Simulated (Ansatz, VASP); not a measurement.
**Two plane-wave programs on Mg2Sn**

Contents of INCAR:

```
  PREC = Accurate
  ENCUT = 600
  EDIFF = 1E-6
  ISMEAR = 0
  SIGMA = 0.05
  LREAL = False
  LASPH = True
  NELM = 120
  ALGO = Normal
  ISIF = 2
  LWAVE = False
  LCHARG = True
  GGA = PE
  LELF = True
  LVHAR = True
  NBANDS = 16
  ISYM = 0
  GGA_COMPAT = False
```

Contents of KPOINTS:

```
Automatic mesh
0
Gamma
  10 10 10
```

Contents of POSCAR:

```
Mg2Sn
1.0
    0.0000000000      3.4080521656      3.4080521656
    3.4080521656      0.0000000000      3.4080521656
    3.4080521656      3.4080521656      0.0000000000
Mg Sn
2 1
Direct
    0.2500000000      0.2500000000      0.2500000000
    0.7500000000      0.7500000000      0.7500000000
    0.0000000000      0.0000000000      0.0000000000
```

Input for Ansatz:

```yaml
crystal:
  lattice:
    - [0.0, 3.4080521656, 3.4080521656]
    - [3.4080521656, 0.0, 3.4080521656]
    - [3.4080521656, 3.4080521656, 0.0]
  atoms:
    - { symbol: Mg, position: [0.25, 0.25, 0.25] }
    - { symbol: Mg, position: [0.75, 0.75, 0.75] }
    - { symbol: Sn, position: [0.0, 0.0, 0.0] }
  symmetry: { detect: false }
basis:
  ecutwfc: 420
  ecutrho_ratio: 4
kpoints:
  mp_grid: { grid: [10, 10, 10] }
hamiltonian:
  xc: pbe
scf:
  occupations: { method: gaussian, width: 0.05 }
  n_extra_bands: 8
output:
  forces: true
  stress: true
```

Alike in both runs: task single point; functional PBE; k mesh 10 × 10 × 10; occupations gaussian, width 0.05 eV; no spin polarisation.

|  | VASP | Ansatz |
| --- | --- | --- |
| version | VASP 6.6.1 | Ansatz 0.2.0 |
| potentials or method | VASP PAW PBE potentials, release 64 (Mg, Sn_d), cutoff 600 eV | scalar-relativistic, plane waves, PAW |
| valence electrons in the cell | 18 | 34 |

```tsv
	VASP	Ansatz	Ansatz less VASP
pressure (GPa)	0.0	0.0	+0.01
```

VASP's potentials hold 18 valence electrons a cell and Ansatz's 34, so a difference there can come from the potentials and not from the codes.
